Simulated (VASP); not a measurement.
Input of a VASP 6.6.1 run:

The input INCAR:

```
PREC = Accurate ; ENCUT = 520
EDIFF = 1E-6 ; ISMEAR = 0
SIGMA = 0.1 ; LREAL = False
LASPH = True ; NELM = 80
ALGO = Normal ; ISIF = 2
LWAVE = False ; LCHARG = False
GGA = PE ; NBANDS = 27
```

KPOINTS

```
regular mesh
0
Gamma
  4 4 4
```

POSCAR

```
SnS4
1.0
    4.4757958066      0.0000000000      0.0000000000
    0.0000000000      4.4757958066      0.0000000000
    0.0000000000      0.0000000000      5.6559041148
Sn S
1 4
Direct
    0.5000000000      0.5000000000      0.5000000000
    0.0000000000      0.5000000000      0.0000000000
    0.5000000000      0.0000000000      0.0000000000
    0.5000000000      0.5000000000      0.0000000000
    0.0000000000      0.0000000000      0.5000000000
```

Potentials or basis: VASP PAW PBE potentials, release 64 (Sn_d, S).

Command:

```console
$ cat potpaw_PBE.64/Sn_d/POTCAR potpaw_PBE.64/S/POTCAR > POTCAR
$ mpirun -np 1 vasp_std > vasp.out
```

(1) Estimate the band gap on the k mesh.

(2) Predict the pressure.

Answers

(1) zero (bands 19 and 20 overlap by 0.76 eV).

(2) -0.1 GPa.

Caveat: semilocal functionals underestimate gaps, so a narrow gap can read as zero; spin-orbit coupling is left out, which moves the levels of the heavy elements.
